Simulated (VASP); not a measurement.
# CuSn (P6_3/mmc) in VASP: vibrations by perturbation theory with LDA

Aim: the vibrations by perturbation theory of CuSn with LDA.

Program: VASP 6.6.1. These are calculated values, not measurements. Logs are shortened: lines on timing, memory, paths and dates and some standing lists are left out, and cuts for length are marked.

### Step 1. The cell of the first run

Symmetry: P6_3/mmc, No. 194, hexagonal system. Conventional cell: a = 3.920 Å, b = 3.920 Å, c = 4.758 Å, α = 90.00°, β = 90.00°, γ = 120.00°. Cu (site symmetry -3m) has 2 Cu at 2.38 Å and 6 Sn at 2.56 Å within 3.1 Å. Within 3.4 Å of Sn (site symmetry -6m2) lie 6 Cu at 2.56 Å and 6 Sn at 3.28 Å.

### Step 2. Vibrations by perturbation theory, LDA

Input file INCAR:

```
SYSTEM = CuSn
  ALGO = Normal
  EDIFF = 1E-8
  ENCUT = 520
  GGA = CA
  IBRION = 8
  ISIF = 2
  ISMEAR = -1
  LASPH = .True.
  LCHARG = .False.
  LREAL = .False.
  LWAVE = .False.
  NBANDS = 33
  NELM = 60
  NSW = 1
  PREC = Accurate
  SIGMA = 0.15
```

Input file KPOINTS:

```
k-points
0
Gamma
  12 12 8
  0 0 0
```

Input file POSCAR:

```
CuSn
1.0
    3.9201980547      0.0000000000      0.0000000000
   -1.9600990273      3.3949911033      0.0000000000
    0.0000000000      0.0000000000      4.7578259324
Cu Sn
2 2
Direct
    0.0000000000      0.0000000000      0.0000000000
    0.0000000000      0.0000000000      0.5000000000
    0.3333333333      0.6666666667      0.2500000000
    0.6666666667      0.3333333333      0.7500000000
```

Potentials or basis: VASP PAW LDA potentials, release 64 (Cu, Sn_d).

Started as:

```
$ cat potpaw_LDA.64/Cu/POTCAR potpaw_LDA.64/Sn_d/POTCAR > POTCAR
$ mpirun -np 1 vasp_std > vasp.out
```

OUTCAR:

```text
SYSTEM = CuSn
   EDIFF = 1E-8
   ENCUT = 520
   GGA = CA
   IBRION = 8
   ISIF = 2
   ISMEAR = -1
   LASPH = .True.
   LREAL = .False.
   NELM = 60
   NSW = 1
   PREC = Accurate

 ion  position               nearest neighbor table
   1  0.000  0.000  0.000-   2 2.38   2 2.38   4 2.56   3 2.56   4 2.56   3 2.56   4 2.56   3 2.56

   2  0.000  0.000  0.500-   1 2.38   1 2.38   4 2.56   3 2.56   4 2.56   3 2.56   4 2.56   3 2.56

   3  0.333  0.667  0.250-   1 2.56   2 2.56   1 2.56   2 2.56   1 2.56   2 2.56   4 3.28   4 3.28
                             4 3.28   4 3.28   4 3.28   4 3.28
   4  0.667  0.333  0.750-   1 2.56   2 2.56   1 2.56   2 2.56   1 2.56   2 2.56   3 3.28   3 3.28
                             3 3.28   3 3.28   3 3.28   3 3.28

  LATTYP: Found a hexagonal cell.
 ALAT       =     3.9201980547
 C/A-ratio  =     1.2136697856

  Lattice vectors:

 A1 = (   3.9201980547,   0.0000000000,   0.0000000000)
 A2 = (  -1.9600990273,   3.3949911033,   0.0000000000)
 A3 = (   0.0000000000,   0.0000000000,   4.7578259324)

Analysis of symmetry for initial positions (statically):
=====================================================================
 Subroutine PRICEL returns:
 Original cell was already a primitive cell.

 Routine SETGRP: Setting up the symmetry group for a
 hexagonal supercell.

 Subroutine GETGRP returns: Found 24 space group operations
 (whereof 12 operations were pure point group operations)
 out of a pool of 24 trial point group operations.

The static configuration has the point symmetry D_3d.
 The point group associated with its full space group is D_6h.

Analysis of symmetry for dynamics (positions and initial velocities):
=====================================================================
 Subroutine PRICEL returns:
 Original cell was already a primitive cell.

 Routine SETGRP: Setting up the symmetry group for a
 hexagonal supercell.

 Subroutine GETGRP returns: Found 24 space group operations
 (whereof 12 operations were pure point group operations)
 out of a pool of 24 trial point group operations.

The dynamic configuration has the point symmetry D_3d.
 The point group associated with its full space group is D_6h.

 Subroutine INISYM returns: Found 24 space group operations
 (whereof 12 operations are pure point group operations),
 and found     1 'primitive' translations

----------------------------------------------------------------------------------------

                                     Primitive cell

  volume of cell :      63.3221

  direct lattice vectors                    reciprocal lattice vectors
     3.920198055  0.000000000  0.000000000     0.255089153  0.147275791  0.000000000
    -1.960099027  3.394991103  0.000000000     0.000000000  0.294551582  0.000000000
     0.000000000  0.000000000  4.757825932     0.000000000  0.000000000  0.210180031

  length of vectors
     3.920198055  3.920198055  4.757825932     0.294551582  0.294551582  0.210180031

  position of ions in fractional coordinates (direct lattice)
     0.000000000  0.000000000  0.000000000
     0.000000000  0.000000000  0.500000000
[... 129 lines left out ...]
  energy without entropy =      -18.25133979  energy(sigma->0) =      -18.29255895

 E-fermi :  10.5644     XC(G=0): -12.4185

 val. band max:       10.5227921168   @ k =   0.1667  -0.0000   0.5000
 cond. band min:      10.6096389585   @ k =   0.4167   0.1667   0.2500
 fundamental gap:      0.0868468417
 Fermi energy:        10.5643673577

 k-point     1 :       0.0000    0.0000    0.0000
  band No.  band energies     occupation
      1     -11.0889      2.00000
      2     -11.0889      2.00000
      3     -11.0375      2.00000
      4     -10.9889      2.00000
      5     -10.9889      2.00000
      6     -10.9798      2.00000
[... 853 lines left out ...]
     32      18.8261      0.00000
     33      19.8910      0.00000

 [... further k-points ...]

------------------------ aborting loop because EDIFF is reached ----------------------------------------

  FORCE on cell =-STRESS in cart. coord.  units (eV):
  Direction    XX          YY          ZZ          XY          YZ          ZX
  --------------------------------------------------------------------------------------
  -------------------------------------------------------------------------------------
  Total        6.0974631      6.0974631      6.1152424      0.0000000      0.0000000      0.0000000
  in kB      154.2781993    154.2781993    154.7280527      0.0000000      0.0000000      0.0000000
  external PRESSURE =     154.4281505 kB  Pullay stress =       0.0000000 kB

 VOLUME and BASIS-vectors are now :
 -----------------------------------------------------------------------------
  energy-cutoff  :      520.00
  volume of cell :       63.32
      direct lattice vectors                 reciprocal lattice vectors
     3.920198055  0.000000000  0.000000000     0.255089153  0.147275791  0.000000000
    -1.960099027  3.394991103  0.000000000     0.000000000  0.294551582  0.000000000
     0.000000000  0.000000000  4.757825932     0.000000000  0.000000000  0.210180031

 POSITION                                       TOTAL-FORCE (eV/Angst)
 -----------------------------------------------------------------------------------
      0.00000      0.00000      0.00000        -0.000000      0.000000      0.000000
      0.00000      0.00000      2.37891        -0.000000      0.000000      0.000000
     -0.00000      2.26333      1.18946         0.000000      0.000000     -0.000000
      1.96010      1.13166      3.56837        -0.000000      0.000000      0.000000
 -----------------------------------------------------------------------------------
    total drift:                               -0.000000      0.000000     -0.000000

  FREE ENERGIE OF THE ION-ELECTRON SYSTEM (eV)
  ---------------------------------------------------
  free  energy   TOTEN  =       -18.3337781008 eV

  energy  without entropy=      -18.2513397927  energy(sigma->0) =      -18.29255895

[... ionic steps 2 to 9 ...]

--------------------------------------- Ionic step       10  -------------------------------------------

------------------------ aborting loop because EDIFF is reached ----------------------------------------

[... ionic steps 11 to 11 ...]

--------------------------------------- Ionic step       12  -------------------------------------------

 Free energy of the ion-electron system (eV)
  ---------------------------------------------------
  ---------------------------------------------------
  free energy    TOTEN  =        -0.22794272 eV

  energy without entropy =       -0.22794272

------------------------ aborting loop because EDIFF is reached ----------------------------------------

 INTERNAL STRAIN TENSOR  FOR ION    3  DIRECTION 3   (eV/Angst):
 -----------------------------------------------------------------------------
    -0.00822  0.00000  0.00000
     0.00000 -0.00822 -0.00000
    -0.00000 -0.00000 -0.00548

 INTERNAL STRAIN TENSOR FOR ION    4 for displacements in x,y,z  (eV/Angst):
          X           Y           Z          XY          YZ          ZX
  --------------------------------------------------------------------------------
  x    -0.00000     0.00000     0.00000    -9.53164     0.00000     0.00000
  y    -9.53164     9.53164    -0.00000     0.00000     0.00000     0.00000
  z     0.00000     0.00000     0.00000     0.00000     0.00000    -0.00000

 SECOND DERIVATIVES (NOT SYMMETRIZED)
 ------------------------------------
               1X          1Y          1Z          2X          2Y          2Z          3X          3Y          3Z          4X          4Y          4Z
  1X    -7.721934   -0.000000    0.000000   -1.011410   -0.000000    0.000000    4.366672    0.000000    0.000000    4.366672    0.000000    0.000000
  1Y    -0.000000   -7.721934    0.000000   -0.000000   -1.011410    0.000000    0.000000    4.366672    0.000000    0.000000    4.366672    0.000000
  1Z     0.000000    0.000000  -13.348708    0.000000   -0.000000    8.879770    0.000000   -0.000000    2.234469    0.000000    0.000000    2.234469
  2X    -1.011410   -0.000000    0.000000   -7.721934   -0.000000    0.000000    4.366672    0.000000    0.000000    4.366672    0.000000    0.000000
  2Y    -0.000000   -1.011410    0.000000   -0.000000   -7.721934    0.000000    0.000000    4.366672    0.000000    0.000000    4.366672    0.000000
  2Z    -0.000000    0.000000    8.879770   -0.000000   -0.000000  -13.348708    0.000000    0.000000    2.234469    0.000000    0.000000    2.234469
  3X     4.397155    0.000000   -0.000000    4.397155    0.000000    0.000000   -9.567642   -0.000000    0.000000    0.773333    0.000000    0.000000
  3Y     0.000000    4.397155    0.000000    0.000000    4.397155    0.000000   -0.000000   -9.567642    0.000000    0.000000    0.773333    0.000000
  3Z     0.000000    0.000000    2.234825    0.000000   -0.000000    2.234825   -0.000000   -0.000000   -7.413024    0.000000    0.000000    2.943374
  4X     4.397155    0.000000   -0.000000    4.397155    0.000000    0.000000    0.773333    0.000000    0.000000   -9.567642   -0.000000    0.000000
  4Y     0.000000    4.397155    0.000000    0.000000    4.397155    0.000000    0.000000    0.773333    0.000000   -0.000000   -9.567642    0.000000
  4Z     0.000000    0.000000    2.234825    0.000000   -0.000000    2.234825    0.000000    0.000000    2.943374   -0.000000   -0.000000   -7.413024

 Eigenvectors and eigenvalues of the dynamical matrix
 ----------------------------------------------------

   1 f  =    9.246162 THz    58.095347 2PiTHz  308.418753 cm-1    38.239035 meV
             X         Y         Z           dx          dy          dz
      0.000000  0.000000  0.000000    -0.000000    0.000000    0.707107
      0.000000  0.000000  2.378913    -0.000000    0.000000   -0.707107
     -0.000000  2.263327  1.189456     0.000000    0.000000   -0.000000
      1.960099  1.131664  3.568369     0.000000   -0.000000    0.000000
[... 71 lines left out ...]
  12 f/i=    0.011930 THz     0.074959 2PiTHz    0.397946 cm-1     0.049339 meV
             X         Y         Z           dx          dy          dz
      0.000000  0.000000  0.000000     0.174722    0.380257    0.000000
      0.000000  0.000000  2.378913     0.174722    0.380257    0.000000
     -0.000000  2.263327  1.189456     0.237977    0.517923    0.000000
      1.960099  1.131664  3.568369     0.237977    0.517923    0.000000

--------------------------------------------------------------------------------------------------------

 ELASTIC MODULI CONTR FROM IONIC RELAXATION (kBar)
 Direction    XX          YY          ZZ          XY          YZ          ZX
 --------------------------------------------------------------------------------
 XX        -444.5895    444.5895     -0.0000     -0.0000      0.0000     -0.0000
 YY         444.5895   -444.5895      0.0000     -0.0000      0.0000      0.0000
 ZZ          -0.0000      0.0000     -0.0000      0.0000      0.0000     -0.0000
 XY          -0.0000     -0.0000      0.0000   -444.5895      0.0000      0.0000
 YZ           0.0000      0.0000      0.0000      0.0000      0.0000      0.0000
 ZX          -0.0000      0.0000     -0.0000      0.0000      0.0000     -0.0000
 --------------------------------------------------------------------------------
```

Run time: 75 min. Hardware: 1 thread of Oxide Virtual Turin-like, shared host; peak memory 1.4 GiB.

Results:

```
Highest phonon frequency at Γ : 308 cm⁻¹
```

Phonon frequencies in cm⁻¹ (negative: imaginary):
| q point | frequencies |
| --- | --- |
| (0.000, 0.000, 0.000) | 0 0 0 154 154 154 169 169 171 240 240 308 |

Caveat: the cell stands under pressure or tension, which shifts response properties; spin-orbit coupling is left out, which moves the levels of the heavy elements.
